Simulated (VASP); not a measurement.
A run of VASP 6.6.1 is set up as follows.

The input INCAR:

```
SYSTEM = Li
  PREC = Accurate
  ENCUT = 520
  EDIFF = 1E-6
  ISMEAR = -1
  SIGMA = 0.15
  LREAL = .False.
  LASPH = .True.
  NELM = 60
  ALGO = Normal
  ISIF = 2
  LWAVE = .False.
  LCHARG = .False.
  GGA = B5
  ALDAX = 1.0
  AGGAX = 1.0
  AGGAC = 1.0
  ALDAC = 0.0
  IVDW = 12
  VDW_S6 = 1.0
  VDW_S8 = 2.6996
  VDW_A1 = 0.4298
  VDW_A2 = 4.2359
  NBANDS = 14
```

The input KPOINTS:

```
regular mesh
0
Gamma
  5 5 5
  0 0 0
```

The input POSCAR:

```
Li
1.0
    3.9666728901      0.0000000000      0.0000000000
    0.0000000000      3.9666728901      0.0000000000
    0.0000000000      0.0000000000      3.9666728901
Li
4
Direct
    0.7500334461      0.2499665539      0.7499665539
    0.2500334461      0.2500334461      0.2500334461
    0.2499665539      0.7499665539      0.7500334461
    0.7499665539      0.7500334461      0.2499665539
```

Potentials or basis: VASP PAW PBE potentials, release 64 (Li_sv).

Command:

```sh
$ cat potpaw_PBE.64/Li_sv/POTCAR > POTCAR
$ mpirun -np 1 vasp_std > vasp.out
```

Predict the band gap on the k mesh.

zero (band 6 reaches 3.59 eV, above the bottom of band 7 at 1.43 eV).

What does it give for the dispersion energy per atom?

-0.493 eV.
